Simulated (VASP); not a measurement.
A run of VASP 6.6.1 is set up as follows.

File INCAR:

```
SYSTEM = Ti3W2
PREC     = Accurate       ! precision mode
ENCUT    = 520            ! plane-wave cutoff, eV
EDIFF    = 1E-6           ! SCF threshold, eV
ISMEAR   = 0              ! smearing method
SIGMA    = 0.2            ! smearing width, eV
LREAL    = .False.        ! projectors in reciprocal space
LASPH    = .True.         ! aspherical terms in the spheres
NELM     = 100            ! most SCF steps
ALGO     = Fast           ! electronic algorithm
ISIF     = 2              ! what is computed and relaxed
LWAVE    = .False.        ! write WAVECAR
LCHARG   = .True.         ! write CHGCAR
GGA      = PE             ! functional
LELF     = .True.         ! ELF
LVHAR    = .True.       
NBANDS   = 75             ! bands
```

Contents of KPOINTS:

```
Automatic mesh
0
Gamma
  8 4 2
  0 0 0
```

The input POSCAR:

```
Ti3W2
1.0
   -1.5939090122     -2.2886030525      0.0000000000
   -4.7817270365      2.2886030525      0.0000000000
   -1.5939090122      0.0000000000    -11.2926580296
Ti W
6 4
Direct
    0.2500000000      0.2500000000      0.0000000000
    0.7500000000      0.7500000000      0.0000000000
    0.3476011634      0.3476011634      0.6095953466
    0.8476011634      0.8476011634      0.6095953466
    0.1523988366      0.1523988366      0.3904046534
    0.6523988366      0.6523988366      0.3904046534
    0.4506684065      0.4506684065      0.1973263739
    0.9506684065      0.9506684065      0.1973263739
    0.0493315935      0.0493315935      0.8026736261
    0.5493315935      0.5493315935      0.8026736261
```

Potentials or basis: VASP PAW PBE potentials, release 64 (Ti_sv, W_sv).

The run is started by

```bash
$ cat potpaw_PBE.64/Ti_sv/POTCAR potpaw_PBE.64/W_sv/POTCAR > POTCAR
$ mpirun -np 1 vasp_std > vasp.out
```

What does it give for the largest force?

0.039 eV/Å.

Estimate the pressure.

0.0 GPa.

Estimate the band gap on the k mesh.

zero (band 64 reaches 9.84 eV, above the bottom of band 65 at 8.93 eV).

Forces on the atoms (eV/Å):
```
Ti   0.000  0.000  0.000
Ti   0.000  0.000  0.000
Ti   0.002 -0.006  0.039
Ti   0.002 -0.006  0.039
Ti  -0.002  0.006 -0.039
Ti  -0.002  0.006 -0.039
W    0.004 -0.005  0.010
W    0.004 -0.005  0.010
W   -0.004  0.005 -0.010
W   -0.004  0.005 -0.010
```

Caveat: spin-orbit coupling is left out, which moves the levels of the heavy elements.
